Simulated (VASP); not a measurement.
# TiO2 (Anatase): relaxation of cell and atoms with PBEsol

TiO2 (Anatase):

```
CELL_PARAMETERS angstrom
-1.88489 1.88489 4.77587
1.88489 -1.88489 4.77587
1.88489 1.88489 -4.77587
ATOMIC_POSITIONS crystal
Ti 0.00000 0.00000 0.00000
Ti 0.75000 0.25000 0.50000
O 0.20753 0.20753 0.00000
O 0.95753 0.45753 0.50000
O 0.54247 0.04247 0.50000
O 0.79247 0.79247 0.00000
```

| Quantity | Value |
| --- | --- |
| Program | VASP 6.6.1 |
| Task | relaxation of cell and atoms |
| Functional | PBEsol |
| Potentials or basis | VASP PAW PBE potentials, release 64 (Ti_sv, O) |
| Cutoff | 600 eV |
| k mesh | 10 × 10 × 10 |
| Occupations | gaussian, width 0.01 eV |
| Spin | no spin polarisation |
| Dipole correction | no |
| Further INCAR settings | ALGO = Normal; EDIFF = 1e-06; IBRION = 2; EDIFFG = -0.001; NSW = 80; ISIF = 3 |

```json
{
  "Relaxed volume": "11.34 Å³/atom",
  "Relaxed cell": "a = 5.473 Å, b = 5.473 Å, c = 5.473 Å, α = 139.69°, β = 139.69°, γ = 58.33°",
  "Space group after relaxing (to 0.05 Å)": "I4_1/amd (No. 141)",
  "Energy gained by relaxing": "0.0 meV/atom",
  "Ionic steps": "3",
  "Pressure after relaxing": "0.0 GPa",
  "Band gap on the k mesh": "2.09 eV, indirect (least direct gap 2.42 eV)"
}
```

Step by step:
```
step  energy change (eV)  largest force (eV/Å)  pressure (GPa)  volume (Å³)
   1              0.0000                0.0184            0.52        67.87
   2              0.0003                0.0291           -0.73        68.23
   3             -0.0002                0.0003            0.00        68.01
```

Final structure:
```xyz
6
Lattice="-1.8861 1.8861 4.7796 1.8861 -1.8861 4.7796 1.8861 1.8861 -4.7796" Properties=species:S:1:pos:R:3 pbc="T T T"
Ti    0.0000    0.0000    0.0000
Ti    0.0000    1.8861    2.3898
O     0.0000    0.0000    1.9841
O     0.0000    1.8861    4.3739
O     0.0000    1.8861    0.4057
O     0.0000    0.0000    7.5750
```

Levels at points of the mesh, in eV from the valence-band top:
```
           k point  band 22  band 23  band 24  band 25  band 26  band 27
(0.00, 0.00, 0.00)    -0.77    -0.46    -0.46     2.09     2.84     4.03
(0.50, 0.00, 0.00)    -0.96    -0.83    -0.64     3.25     3.57     3.58
(0.50, 0.50, 0.00)    -2.09    -0.04    -0.04     3.33     3.33     3.83
(0.50, 0.50, 0.50)    -1.26    -0.10    -0.10     2.45     2.45     3.79
```

Run time: 14 min on 1 thread of Intel(R) Xeon(R) Platinum 8259CL CPU @ 2.50GHz (Skylake/Cascade Lake), with other jobs on the host, peak memory 0.45 GiB.

Caveat: the PAW data sets were made with another functional, which shifts forces and pressure a little. As with any semilocal functional, this PBEsol gap is likely too small.
